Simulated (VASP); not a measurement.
A run of VASP 6.6.1 is set up as follows.

INCAR

```
SYSTEM = W
  ALGO = Fast
  EDIFF = 1E-7
  ENCUT = 520
  GGA = PE
  ISIF = 2
  ISMEAR = 0
  LASPH = .TRUE.
  LCHARG = .FALSE.
  LREAL = .FALSE.
  LWAVE = .FALSE.
  NBANDS = 21
  NELM = 100
  PREC = Accurate
  SIGMA = 0.15
```

The input KPOINTS:

```
k-points
0
G
  12 12 8
  0 0 0
```

Contents of POSCAR:

```
W
1.0
    0.0000000000     -2.0185031149     -2.0185031149
    0.0000000000      2.0185031149     -2.0185031149
    4.0370062299      0.0000000000      0.0000000000
W
2
Direct
    0.4563263383      0.4439640710      0.5241373775
    0.0436736617      0.0560359290     -0.0241373775
```

Potentials or basis: VASP PAW PBE potentials, release 64 (W_sv).

The run is started by

```sh
$ cat potpaw_PBE.64/W_sv/POTCAR > POTCAR
$ mpirun -np 1 vasp_std > vasp.out
```

Problem. Predict the band gap on the k mesh.

Solution. Zero (bands 14 and 15 overlap by 3.46 eV).

Problem. What does it give for the largest force?

Solution. 2.597 eV/Å.

Stress tensor (GPa, compression positive):
```
14.57  0.45 -2.01
 0.45 17.55  3.47
-2.01  3.47 11.52
```

Caveat: the cell differs from its parent crystal (atom 1 moved 0.45 Å); the stress differs along the axes, from 12 to 18 GPa; spin-orbit coupling is left out, which moves the levels of the heavy elements; forces of over 1 eV/Å act on the atoms, so gaps and moduli don't describe the material at rest.
